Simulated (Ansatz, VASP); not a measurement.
**Two plane-wave programs on OsAu2**

Contents of INCAR:

```
SYSTEM = OsAu2
  PREC = Accurate
  ENCUT = 600
  EDIFF = 1E-6
  ISMEAR = 0
  SIGMA = 0.1
  LREAL = .False.
  LASPH = .True.
  NELM = 100
  ALGO = Fast
  ISIF = 3
  LWAVE = .False.
  LCHARG = .False.
  GGA = PE
  IBRION = 2
  NSW = 100
  EDIFFG = -0.01
```

The input KPOINTS:

```
regular mesh
0
Gamma
  12 12 18
  0 0 0
```

POSCAR

```
OsAu2
1.0
    4.6755798143      0.0000000000      0.0000000000
   -2.3377899071      4.0491708966      0.0000000000
    0.0000000000      0.0000000000      2.6759376526
Os Au
1 2
Direct
    0.0000000000      0.0000000000      0.0000000000
    0.3333333333      0.6666666667      0.5000000000
    0.6666666667      0.3333333333      0.5000000000
```

Input for Ansatz:

```yaml
crystal:
  lattice:
    - [4.6755798143, 0.0, 0.0]
    - [-2.3377899071, 4.0491708966, 0.0]
    - [0.0, 0.0, 2.6759376526]
  atoms:
    - { symbol: Os, position: [0.0, 0.0, 0.0] }
    - { symbol: Au, position: [0.3333333333, 0.6666666667, 0.5] }
    - { symbol: Au, position: [0.6666666667, 0.3333333333, 0.5] }
basis:
  ecutwfc: 420
kpoints:
  mp_grid: { grid: [12, 12, 18] }
hamiltonian:
  xc: pbe
scf:
  occupations: { method: gaussian, width: 0.1 }
output:
  forces: true
  stress: true
  eigenvalues: true
relax:
  adjacent_minimum: "off"
  f_tol: 0.01
  max_steps: 80
  cell: { stress_tol: 0.05 }
```

Alike in both runs: task relaxation of cell and atoms; functional PBE; k mesh 12 × 12 × 18; occupations gaussian, width 0.1 eV; no spin polarisation.

```csv
,VASP,Ansatz
version,VASP 6.6.1,Ansatz 0.2.0
potentials or method,"VASP PAW PBE potentials, release 64 (Os, Au), cutoff 600 eV","scalar-relativistic, plane waves, PAW"
valence electrons in the cell,30,54
```

Ansatz gave:

| Item | Value |
| --- | --- |
| gap on the k mesh at the Fermi level, each at its own relaxed structure (eV) | none |
| relaxed volume (Å³/atom) | 16.90 |
| relaxed cell length with the largest relative difference (Å) | 4.697 |

Q: Which values does VASP return?

A: gap on the k mesh at the Fermi level, each at its own relaxed structure (eV): none; relaxed volume (Å³/atom): 16.88; relaxed cell length with the largest relative difference (Å): 4.695.

A gap of «none» marks a metal or a gap that the smearing closes. VASP's potentials hold 30 valence electrons a cell and Ansatz's 54, so a difference there can come from the potentials and not from the codes.

Neither program's run includes spin-orbit coupling.
